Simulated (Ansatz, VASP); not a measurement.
Two plane-wave programs on HfO2

POSCAR

```
HfO2
1.0
    3.3968621167      0.0638430009     -0.1269459184
    0.0638430009      3.4516159010     -0.0310689490
   -0.1845258866     -0.0451611634      4.9348392082
Hf O
2 4
Direct
    0.4991775239      0.5055977213      0.4999264685
    0.0081710497      0.0001851969     -0.0047561420
   -0.0088138269      0.4954879384      0.6935840736
    0.4932947410     -0.0003420532      0.8000662644
    0.5077660980      0.0018918584      0.3077866463
    0.0004044144      0.4971793382      0.2033926893
```

File INCAR.step1:

```
SYSTEM = HfO2
PREC     = Accurate       ! precision mode
ENCUT    = 520            ! plane-wave cutoff, eV
ISMEAR   = 0              ! smearing method
SIGMA    = 0.05           ! smearing width, eV
LREAL    = .FALSE.        ! projectors in reciprocal space
LASPH    = .TRUE.         ! aspherical terms in the spheres
NELM     = 100            ! most SCF steps
NBANDS   = 31             ! bands
GGA      = PE             ! functional
ALGO     = Normal         ! electronic algorithm
EDIFF    = 1E-4           ! SCF threshold, eV
LWAVE    = .TRUE.         ! write WAVECAR
LCHARG   = .FALSE.        ! write CHGCAR
```

The input INCAR.step2:

```
SYSTEM = HfO2
PREC     = Accurate       ! precision mode
ENCUT    = 520            ! plane-wave cutoff, eV
EDIFF    = 1E-6           ! SCF threshold, eV
ISMEAR   = 0              ! smearing method
SIGMA    = 0.05           ! smearing width, eV
LREAL    = .FALSE.        ! projectors in reciprocal space
LASPH    = .TRUE.         ! aspherical terms in the spheres
NELM     = 100            ! most SCF steps
ALGO     = Normal         ! electronic algorithm
ISIF     = 2              ! what is computed and relaxed
LWAVE    = .FALSE.        ! write WAVECAR
LCHARG   = .TRUE.         ! write CHGCAR
METAGGA  = R2SCAN         ! meta-GGA
LMIXTAU  = .TRUE.       
LELF     = .TRUE.         ! ELF
LVHAR    = .TRUE.       
NBANDS   = 31             ! bands
ISTART   = 1
```

Contents of KPOINTS:

```
regular mesh
0
G
  6 6 6
  0 0 0
```

Input for Ansatz:

```yaml
crystal:
  lattice:
    - [3.3968621167, 0.0638430009, -0.1269459184]
    - [0.0638430009, 3.451615901, -0.031068949]
    - [-0.1845258866, -0.0451611634, 4.9348392082]
  atoms:
    - { symbol: Hf, position: [0.4991775239, 0.5055977213, 0.4999264685] }
    - { symbol: Hf, position: [0.0081710497, 0.0001851969, -0.004756142] }
    - { symbol: O, position: [-0.0088138269, 0.4954879384, 0.6935840736] }
    - { symbol: O, position: [0.493294741, -0.0003420532, 0.8000662644] }
    - { symbol: O, position: [0.507766098, 0.0018918584, 0.3077866463] }
    - { symbol: O, position: [0.0004044144, 0.4971793382, 0.2033926893] }
basis:
  ecutwfc: 500
kpoints:
  mp_grid: { grid: [6, 6, 6] }
hamiltonian:
  xc: r2scan
scf:
  occupations: { method: gaussian, width: 0.05 }
output:
  forces: true
  stress: true
  eigenvalues: true
```

Change from the starting cell: all atoms moved at random (sigma 0.03 Å a component), cell strained at random (sigma 0.05).

Alike in both runs: task single point; functional r2SCAN; k mesh 6 × 6 × 6; occupations gaussian, width 0.05 eV; no spin polarisation.

|  | VASP | Ansatz |
| --- | --- | --- |
| version | VASP 6.6.1 | Ansatz 0.2.0 |
| potentials or method | VASP PAW PBE potentials, release 64 (Hf_pv, O), cutoff 520 eV | scalar-relativistic, plane waves, PAW |
| valence electrons in the cell | 44 | 76 |

|  | VASP | Ansatz | Ansatz less VASP |
| --- | --- | --- | --- |
| gap on the k mesh at the Fermi level (eV) | 5.45 | 5.45 | -0.002 |
| least direct gap on the mesh (eV) | 5.55 | 5.53 | -0.022 |
| pressure (GPa) | 46.6 | 51.0 | +4.43 |
| traceless stress, the component that is largest in VASP (GPa) | 13.08 | 13.24 | +0.160 |
| rms of the force components (eV/Å) | 1.174 | 1.180 | +0.0060 |

VASP's potentials were made for PBE, not for r2SCAN. Atom by atom the forces differ by 0.025 eV/Å (rms over components). Both programs put the cell under a high pressure, so it lies far from rest at this level. VASP's potentials hold 44 valence electrons a cell and Ansatz's 76, so a difference there can come from the potentials and not from the codes.

Spin-orbit coupling is off throughout.
